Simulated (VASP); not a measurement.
# Si in VASP: a series of runs, part 2 of 2

VASP 6.6.1.

## Step 3: Single point, LDA

This run uses another cell than the first one, of 20.13 Å³/atom, 1.031 times its volume.

Input file INCAR:

```
SYSTEM = Si
PREC     = Accurate       ! precision mode
ENCUT    = 500            ! plane-wave cutoff, eV
EDIFF    = 1E-6           ! SCF threshold, eV
ISMEAR   = -1             ! smearing method
SIGMA    = 0.02           ! smearing width, eV
LREAL    = .False.        ! projectors in reciprocal space
LASPH    = .True.         ! aspherical terms in the spheres
NELM     = 120            ! most SCF steps
ALGO     = Normal         ! electronic algorithm
ISIF     = 2              ! what is computed and relaxed
LWAVE    = .False.        ! write WAVECAR
LCHARG   = .True.         ! write CHGCAR
GGA      = CA             ! functional
LELF     = .True.         ! ELF
LVHAR    = .True.       
NBANDS   = 16             ! bands
GGA_COMPAT= .False.
```

Input file KPOINTS:

```
Automatic mesh
0
Gamma
  10 10 5
  0 0 0
```

Input file POSCAR:

```
Si
1.0
    3.8313174605      0.0000000000      0.0000000000
   -1.9156587303      3.3180182508      0.0000000000
    0.0000000000      0.0000000000      6.3326220002
Si
4
Direct
    0.6666666667      0.3333333333      0.9369905000
    0.3333333333      0.6666666667      0.4369905000
    0.6666666667      0.3333333333      0.5630095000
    0.3333333333      0.6666666667      0.0630095000
```

Potentials or basis: VASP PAW LDA potentials, release 64 (Si).

The run is started by

```bash
$ cat potpaw_LDA.64/Si/POTCAR > POTCAR
$ mpirun -np 1 vasp_std > vasp.out
```

OUTCAR:

```text
SYSTEM = Si
   PREC = Accurate
   ENCUT = 500
   EDIFF = 1E-6
   ISMEAR = -1
   LREAL = .False.
   LASPH = .True.
   NELM = 120
   ISIF = 2
   GGA = CA

 ion  position               nearest neighbor table
   1  0.667  0.333  0.937-   4 2.35   4 2.35   4 2.35   3 2.37
   2  0.333  0.667  0.437-   3 2.35   3 2.35   3 2.35   4 2.37
   3  0.667  0.333  0.563-   2 2.35   2 2.35   2 2.35   1 2.37
   4  0.333  0.667  0.063-   1 2.35   1 2.35   1 2.35   2 2.37

  LATTYP: Found a hexagonal cell.
 ALAT       =     3.8313174605
 C/A-ratio  =     1.6528575524

  Lattice vectors:

 A1 = (   3.8313174605,   0.0000000000,   0.0000000000)
 A2 = (  -1.9156587303,   3.3180182508,   0.0000000000)
 A3 = (   0.0000000000,   0.0000000000,   6.3326220002)

Analysis of symmetry for initial positions (statically):
=====================================================================
 Subroutine PRICEL returns:
 Original cell was already a primitive cell.

 Routine SETGRP: Setting up the symmetry group for a
 hexagonal supercell.

 Subroutine GETGRP returns: Found 24 space group operations
 (whereof 12 operations were pure point group operations)
 out of a pool of 24 trial point group operations.

The static configuration has the point symmetry D_3d.
 The point group associated with its full space group is D_6h.

Analysis of symmetry for dynamics (positions and initial velocities):
=====================================================================
 Subroutine PRICEL returns:
 Original cell was already a primitive cell.

 Routine SETGRP: Setting up the symmetry group for a
 hexagonal supercell.

 Subroutine GETGRP returns: Found 24 space group operations
 (whereof 12 operations were pure point group operations)
 out of a pool of 24 trial point group operations.

The dynamic configuration has the point symmetry D_3d.
 The point group associated with its full space group is D_6h.

 Subroutine INISYM returns: Found 24 space group operations
 (whereof 12 operations are pure point group operations),
 and found     1 'primitive' translations

----------------------------------------------------------------------------------------

                                     Primitive cell

  volume of cell :      80.5027

  direct lattice vectors                    reciprocal lattice vectors
     3.831317461  0.000000000  0.000000000     0.261006823  0.150692360  0.000000000
    -1.915658730  3.318018251  0.000000000     0.000000000  0.301384720  0.000000000
     0.000000000  0.000000000  6.332622000     0.000000000  0.000000000  0.157912473

  length of vectors
     3.831317461  3.831317461  6.332622000     0.301384720  0.301384720  0.157912473

  position of ions in fractional coordinates (direct lattice)
     0.666666667  0.333333333  0.936990500
     0.333333333  0.666666667  0.436990500
     0.666666667  0.333333333  0.563009500
     0.333333333  0.666666667  0.063009500

  ion indices of the primitive-cell ions
   primitive index   ion index
                 1           1
                 2           2
                 3           3
                 4           4

----------------------------------------------------------------------------------------

 KPOINTS: Automatic mesh

Automatic generation of k-mesh.
[... 24 lines left out ...]
  0.100000 -0.000000  0.000000      6.000000
  0.200000 -0.000000  0.000000      6.000000
  0.300000  0.000000  0.000000      6.000000
  0.400000  0.000000  0.000000      6.000000
  0.500000  0.000000  0.000000      3.000000
[... 16 lines left out ...]
  0.300000  0.100000  0.200000     24.000000
  0.400000  0.100000  0.200000     24.000000
 [... further k-points ...]
   k-points           NKPTS =     42   k-points in BZ     NKDIM =     42   number of bands    NBANDS=     16
   number of dos      NEDOS =    301   number of ions     NIONS =      4
   total plane-waves  NPLWV =  37632
   dimension x,y,z NGX =    28 NGY =   28 NGZ =   48
   dimension x,y,z NGXF=    56 NGYF=   56 NGZF=   96
   ions per type =               4
   NGX,Y,Z   is equivalent  to a cutoff of  12.15, 12.15, 12.60 a.u.
   NGXF,Y,Z  is equivalent  to a cutoff of  24.30, 24.30, 25.20 a.u.
 SYSTEM =  Si
   PREC   = accura    normal or accurate (medium, high low for compatibility)
   ISTART =      0    job   : 0-new  1-cont  2-samecut
   ICHARG =      2    charge: 1-file 2-atom 10-const
   ISPIN  =      1    spin polarized calculation?
   LNONCOLLINEAR =      F non collinear calculations
   LSORBIT =      F    spin-orbit coupling
   LASPH  =      T    aspherical Exc in radial PAW
   ENCUT  =  500.0 eV  36.75 Ry    6.06 a.u.   6.99  6.99 11.55*2*pi/ulx,y,z
   NELM   =    120;   NELMIN=  2; NELMDL= -5     # of ELM steps
   EDIFF  = 0.1E-05   stopping-criterion for ELM
   LREAL  =      F    real-space projection
   EDIFFG = 0.1E-04   stopping-criterion for IOM
   NSW    =      0    number of steps for IOM
   IBRION =     -1    ionic relax: 0-MD 1-quasi-New 2-CG
   NFREE  =      0    steps in history (QN), initial steepest desc. (CG)
   ISIF   =      2    stress and relaxation
   ISYM   =      2    0-nonsym 1-usesym 2-fastsym
   POTIM  = 0.5000    time-step for ionic-motion
   TEBEG  =    0.0;   TEEND  =   0.0 temperature during run
   PSTRESS=    0.0 pullay stress
   NELECT =      16.0000    total number of electrons
   NUPDOWN=      -1.0000    fix difference up-down
   EMIN   =  10.00;   EMAX   =-10.00  energy-range for DOS
   EFERMI =   0.00;   METHOD = LEGACY
   ISMEAR =    -1;   SIGMA  =   0.02  broadening in eV -4-tet -1-fermi 0-gaus
   EFERMI_NEDOS =   21; number of points for ismear=-14 and -15
   IALGO  =     38    algorithm
   IMIX   =      4    mixing-type and parameters
     AMIX     =   0.40;   BMIX     =  1.00
     AMIX_MAG =   1.60;   BMIX_MAG =  1.00
  volume/ion in A,a.u.               =      20.13       135.81
  Fermi-wavevector in a.u.,A,eV,Ry     =   0.955384  1.805414 12.418837  0.912759
  Thomas-Fermi vector in A             =   2.084217
   LORBIT       =      0    0 simple, 1 ext, 2 COOP (PROOUT), +10 PAW based schemes
   GGA     = CA    functional components
   LHFCALC =     F    Hartree Fock is set to
   AEXX    =    0.0000 exact exchange contribution
   IVDW    =     0    specifies the selected vdW correction
   LEPSILON=     F    determine dielectric tensor
   LRPA    =     F    only Hartree local field effects (RPA)
 non-spin polarized calculation
  energy-cutoff  :      500.00
  volume of cell :       80.50
 maximum number of plane-waves:      2061
 NGX is ok and might be reduce to    28

 number of electron      15.9999999 magnetization

 Free energy of the ion-electron system (eV)
  ---------------------------------------------------
  ext. energy  EPLUGINS =         0.00000000
  ---------------------------------------------------
  free energy    TOTEN  =       -23.78829971 eV

  energy without entropy =      -23.78829830  energy(sigma->0) =      -23.78829901

 E-fermi :   6.1217     XC(G=0):  -9.5820

 val. band max:        5.9696201052   @ k =   0.0000   0.0000   0.0000
 cond. band min:       6.2819441093   @ k =   0.5000   0.0000   0.0000
 fundamental gap:      0.3123240041
 Fermi energy:         6.1216578455

 k-point     1 :       0.0000    0.0000    0.0000
  band No.  band energies     occupation
      1      -6.2194      2.00000
      2      -3.9299      2.00000
      3      -1.2668      2.00000
      4       4.4555      2.00000
      5       4.4555      2.00000
      6       5.6180      2.00000
[... 433 lines left out ...]
      3      -1.6845      2.00000
      4      -0.1639      2.00000
      5       1.7373      2.00000
      6       2.5805      2.00000
[... 8 lines left out ...]
     15      13.5249      0.00000
     16      14.0095      0.00000

 [... further k-points ...]

------------------------ aborting loop because EDIFF is reached ----------------------------------------

  FORCE on cell =-STRESS in cart. coord.  units (eV):
  Direction    XX          YY          ZZ          XY          YZ          ZX
  --------------------------------------------------------------------------------------
  -------------------------------------------------------------------------------------
  Total       -1.0267909     -1.0267909     -0.9631557      0.0000000      0.0000000      0.0000000
  in kB      -20.4353514    -20.4353514    -19.1688740      0.0000000      0.0000000      0.0000000
  external PRESSURE =     -20.0131922 kB  Pullay stress =       0.0000000 kB

 VOLUME and BASIS-vectors are now :
 -----------------------------------------------------------------------------
  energy-cutoff  :      500.00
  volume of cell :       80.50
      direct lattice vectors                 reciprocal lattice vectors
     3.831317461  0.000000000  0.000000000     0.261006823  0.150692360  0.000000000
    -1.915658730  3.318018251  0.000000000     0.000000000  0.301384720  0.000000000
     0.000000000  0.000000000  6.332622000     0.000000000  0.000000000  0.157912473

 POSITION                                       TOTAL-FORCE (eV/Angst)
 -----------------------------------------------------------------------------------
      1.91566      1.10601      5.93361         0.000000      0.000000      0.012571
     -0.00000      2.21201      2.76730        -0.000000      0.000000      0.012571
      1.91566      1.10601      3.56533         0.000000      0.000000     -0.012571
     -0.00000      2.21201      0.39902        -0.000000     -0.000000     -0.012571
 -----------------------------------------------------------------------------------
    total drift:                                0.000000     -0.000000      0.000000

  FREE ENERGIE OF THE ION-ELECTRON SYSTEM (eV)
  ---------------------------------------------------
  free  energy   TOTEN  =       -23.7882997126 eV

  energy  without entropy=      -23.7882983016  energy(sigma->0) =      -23.78829901
```

Run time: 26 s. Hardware: 1 thread of Intel Xeon 6975P-C, shared host; peak memory 0.17 GiB.

Results:

* Free energy: -23.7883 eV
* Pressure: -2.0 GPa
* Largest force: 0.013 eV/Å
* Band gap on the k mesh: 0.31 eV, indirect (least direct gap 0.93 eV)

Forces in eV/Å, atoms in the order of the input:
```
Si   0.000  0.000  0.013
Si   0.000  0.000  0.013
Si   0.000  0.000 -0.013
Si   0.000  0.000 -0.013
```

Stress tensor (GPa, compression positive):
```
-2.04  0.00  0.00
 0.00 -2.04  0.00
 0.00  0.00 -1.92
```

## Step 4: Single point, LDA

This run uses another cell than the first one, of 20.73 Å³/atom, 1.062 times its volume.

Input file INCAR:

```
SYSTEM = Si
ALGO     = Normal         ! electronic algorithm
EDIFF    = 1E-6           ! SCF threshold, eV
ENCUT    = 500            ! plane-wave cutoff, eV
GGA_COMPAT= .False.      
ISIF     = 2              ! what is computed and relaxed
ISMEAR   = -1             ! smearing method
LASPH    = .True.         ! aspherical terms in the spheres
LCHARG   = .False.        ! write CHGCAR
LREAL    = .False.        ! projectors in reciprocal space
LWAVE    = .False.        ! write WAVECAR
NBANDS   = 16             ! bands
NELM     = 120            ! most SCF steps
PREC     = Accurate       ! precision mode
SIGMA    = 0.02           ! smearing width, eV
```

Input file KPOINTS:

```
k-points
0
Gamma
  10 10 5
  0 0 0
```

Input file POSCAR:

```
Si
1.0
    3.8692537639      0.0000000000      0.0000000000
   -1.9346268820      3.3508720533      0.0000000000
    0.0000000000      0.0000000000      6.3953253058
Si
4
Direct
    0.6666666667      0.3333333333      0.9369905000
    0.3333333333      0.6666666667      0.4369905000
    0.6666666667      0.3333333333      0.5630095000
    0.3333333333      0.6666666667      0.0630095000
```

The run is started by

```bash
$ cat potpaw_LDA.64/Si/POTCAR > POTCAR
$ mpirun -np 1 vasp_std > vasp.out
```

Run time: 36 s. Hardware: 1 thread of Intel Xeon 6975P-C, shared host; peak memory 0.17 GiB.

Results (log left out):

```yaml
Free_energy: -23.7394 eV
Pressure: -4.4 GPa
Largest_force: 0.024 eV/Å
Band_gap_on_the_k_mesh: 0.37 eV, indirect (least direct gap 0.85 eV)
```

Forces in eV/Å, atoms in the order of the input:
```
Si   0.000  0.000  0.024
Si   0.000  0.000  0.024
Si   0.000  0.000 -0.024
Si   0.000  0.000 -0.024
```

Stress tensor (GPa, compression positive):
```
-4.47  0.00  0.00
 0.00 -4.47  0.00
 0.00  0.00 -4.38
```

Levels at points of the mesh, in eV from the valence-band top:
```
           k point  band 5  band 6  band 7  band 8  band 9  band 10  band 11  band 12
(0.00, 0.00, 0.00)   -1.47   -0.33    0.00    0.00    0.85     1.98     1.98     2.21
(0.50, 0.00, 0.00)   -4.54   -2.96   -2.91   -1.40    0.37     2.21     2.92     3.09
```

A k mesh can miss the band edges.

## Step 5: Single point, LDA

This run uses another cell than the first one, of 20.13 Å³/atom, 1.031 times its volume.

Input file INCAR:

```
SYSTEM = Si
PREC = Accurate ; ENCUT = 500
EDIFF = 1E-6 ; ISMEAR = -1
SIGMA = 0.02 ; LREAL = .FALSE.
LASPH = .TRUE. ; NELM = 120
ALGO = Normal ; ISIF = 2
LWAVE = .FALSE. ; LCHARG = .FALSE.
GGA = CA ; NBANDS = 16
GGA_COMPAT = .FALSE.
```

Input file KPOINTS:

```
regular mesh
0
G
  10 10 5
  0 0 0
```

Input file POSCAR:

```
Si
1.0
    3.8313174605      0.0000000000      0.0000000000
   -1.9156587303      3.3180182508      0.0000000000
    0.0000000000      0.0000000000      6.3326220002
Si
4
Direct
    0.6666666667      0.3333333333      0.9527817473
    0.3333333333      0.6666666667      0.4369905000
    0.6666666667      0.3333333333      0.5630095000
    0.3333333333      0.6666666667      0.0630095000
```

Potentials or basis: VASP PAW LDA potentials, release 64 (Si).

The run is started by

```bash
$ cat potpaw_LDA.64/Si/POTCAR > POTCAR
$ mpirun -np 1 vasp_std > vasp.out
```

OUTCAR:

```text
SYSTEM = Si
   PREC = Accurate
   ENCUT = 500
   EDIFF = 1E-6
   ISMEAR = -1
   LREAL = .FALSE.
   LASPH = .TRUE.
   NELM = 120
   ISIF = 2
   GGA = CA

 ion  position               nearest neighbor table
   1  0.667  0.333  0.953-   4 2.32   4 2.32   4 2.32   3 2.47
   2  0.333  0.667  0.437-   3 2.35   3 2.35   3 2.35   4 2.37
   3  0.667  0.333  0.563-   2 2.35   2 2.35   2 2.35   1 2.47
   4  0.333  0.667  0.063-   1 2.32   1 2.32   1 2.32   2 2.37

  LATTYP: Found a hexagonal cell.
 ALAT       =     3.8313174605
 C/A-ratio  =     1.6528575524

  Lattice vectors:

 A1 = (   3.8313174605,   0.0000000000,   0.0000000000)
 A2 = (  -1.9156587303,   3.3180182508,   0.0000000000)
 A3 = (   0.0000000000,   0.0000000000,   6.3326220002)

Analysis of symmetry for initial positions (statically):
=====================================================================
 Subroutine PRICEL returns:
 Original cell was already a primitive cell.

 Routine SETGRP: Setting up the symmetry group for a
 hexagonal supercell.

 Subroutine GETGRP returns: Found  6 space group operations
 (whereof  6 operations were pure point group operations)
[... 171 lines left out ...]
 fundamental gap:      0.3194791996
 Fermi energy:         6.0347482866

 k-point     1 :       0.0000    0.0000    0.0000
  band No.  band energies     occupation
      1      -6.2433      2.00000
      2      -4.0164      2.00000
      3      -1.0704      2.00000
      4       4.3666      2.00000
      5       4.3666      2.00000
      6       5.8533      1.99977
[... 433 lines left out ...]
      3      -1.8224      2.00000
      4      -0.4369      2.00000
      5       1.9326      2.00000
      6       2.9374      2.00000
[... 8 lines left out ...]
     15      14.3396      0.00000
     16      14.5601      0.00000

 [... further k-points ...]

------------------------ aborting loop because EDIFF is reached ----------------------------------------

  FORCE on cell =-STRESS in cart. coord.  units (eV):
  Direction    XX          YY          ZZ          XY          YZ          ZX
  --------------------------------------------------------------------------------------
  -------------------------------------------------------------------------------------
  Total       -0.4618620     -0.4618620     -1.7241891      0.0000000      0.0000000      0.0000000
  in kB       -9.1920499     -9.1920499    -34.3150795      0.0000000      0.0000000      0.0000000
  external PRESSURE =     -17.5663931 kB  Pullay stress =       0.0000000 kB

 VOLUME and BASIS-vectors are now :
 -----------------------------------------------------------------------------
  energy-cutoff  :      500.00
  volume of cell :       80.50
      direct lattice vectors                 reciprocal lattice vectors
     3.831317461  0.000000000  0.000000000     0.261006823  0.150692360  0.000000000
    -1.915658730  3.318018251  0.000000000     0.000000000  0.301384720  0.000000000
     0.000000000  0.000000000  6.332622000     0.000000000  0.000000000  0.157912473

 POSITION                                       TOTAL-FORCE (eV/Angst)
 -----------------------------------------------------------------------------------
      1.91566      1.10601      6.03361         0.000000      0.000000     -1.212332
     -0.00000      2.21201      2.76730        -0.000000      0.000000      0.143499
      1.91566      1.10601      3.56533         0.000000     -0.000000      0.556549
     -0.00000      2.21201      0.39902         0.000000     -0.000000      0.512284
 -----------------------------------------------------------------------------------
    total drift:                                0.000000     -0.000000     -0.000001

  FREE ENERGIE OF THE ION-ELECTRON SYSTEM (eV)
  ---------------------------------------------------
  free  energy   TOTEN  =       -23.7253488877 eV

  energy  without entropy=      -23.7253478290  energy(sigma->0) =      -23.72534836
```

OSZICAR:

```text
N       E                     dE             d eps       ncg     rms          rms(c)
DAV:   1     0.240076584814E+02    0.24008E+02   -0.58149E+03  1856   0.795E+02
DAV:   2    -0.223918573615E+02   -0.46400E+02   -0.42135E+02  2552   0.121E+02
DAV:   3    -0.242263377845E+02   -0.18345E+01   -0.18228E+01  2504   0.229E+01
DAV:   4    -0.242484593839E+02   -0.22122E-01   -0.22116E-01  2336   0.325E+00
DAV:   5    -0.242488819791E+02   -0.42260E-03   -0.42257E-03  2528   0.423E-01    0.706E+00
DAV:   6    -0.238887709191E+02    0.36011E+00   -0.14327E-01  2240   0.179E+00    0.421E+00
DAV:   7    -0.237249964529E+02    0.16377E+00   -0.27434E-01  2328   0.248E+00    0.307E-01
DAV:   8    -0.237252508266E+02   -0.25437E-03   -0.19652E-02  2296   0.759E-01    0.148E-01
DAV:   9    -0.237253163828E+02   -0.65556E-04   -0.54254E-04  2568   0.136E-01    0.768E-02
DAV:  10    -0.237253482768E+02   -0.31894E-04   -0.75140E-05  2296   0.419E-02    0.338E-02
DAV:  11    -0.237253487716E+02   -0.49476E-06   -0.14109E-05  2416   0.205E-02    0.386E-03
DAV:  12    -0.237253488877E+02   -0.11615E-06   -0.53917E-07  1664   0.454E-03
   1 F= -.23725349E+02 E0= -.23725348E+02  d E =-.105869E-05
```

Run time: 40 s. Hardware: 1 thread of Intel Xeon 6975P-C, shared host; peak memory 0.18 GiB.

Results:

| Quantity | Value |
| --- | --- |
| Free energy | -23.7253 eV |
| Pressure | -1.8 GPa |
| Largest force | 1.212 eV/Å |
| Band gap on the k mesh | 0.32 eV, indirect (least direct gap 0.93 eV) |

Forces on the atoms (eV/Å):
```
Si   0.000  0.000 -1.212
Si   0.000  0.000  0.143
Si   0.000  0.000  0.557
Si   0.000  0.000  0.512
```

Levels at points of the mesh, in eV from the valence-band top:
```
           k point  band 6  band 7  band 8  band 9  band 10  band 11
(0.00, 0.00, 0.00)   -0.03   -0.03    0.00    0.93     2.08     2.08
(0.50, 0.00, 0.00)   -3.04   -2.79   -1.46    0.32     2.28     3.20
```

Caveat: forces of over 1 eV/Å act on the atoms, so gaps and moduli don't describe the material at rest.

## Step 6: Overview

| cell | gap on the mesh (eV) | pressure (GPa) | largest force (eV/Å) |
| --- | --- | --- | --- |
| a = 3.793, b = 3.793, c = 6.269 Å, angles 90.0, 90.0, 120.0°, 4 atoms | 0.25 | 0.9 | - |
| a = 3.831, b = 3.831, c = 6.333 Å, angles 90.0, 90.0, 120.0°, 4 atoms | 0.32 | -1.8 | 1.21 |
| a = 3.869, b = 3.869, c = 6.395 Å, angles 90.0, 90.0, 120.0°, 4 atoms | 0.37 | -4.4 | 0.02 |

Some of these runs hold the atoms at other places in the same cell, which the table doesn't show; runs alike in all that it shows share one row.

Alike in all rows: task single point; level LDA; potentials or basis VASP PAW LDA potentials, release 64 (Si); no spin polarisation; k mesh 10 × 10 × 5; cutoff (eV) 500; smearing fermi-dirac 0.02 eV.

Caveats: forces of over 1 eV/Å act on the atoms, so gaps and moduli don't describe the material at rest (some runs).

Total energies depend on the potentials used, so only differences within one code and one set of settings carry meaning.
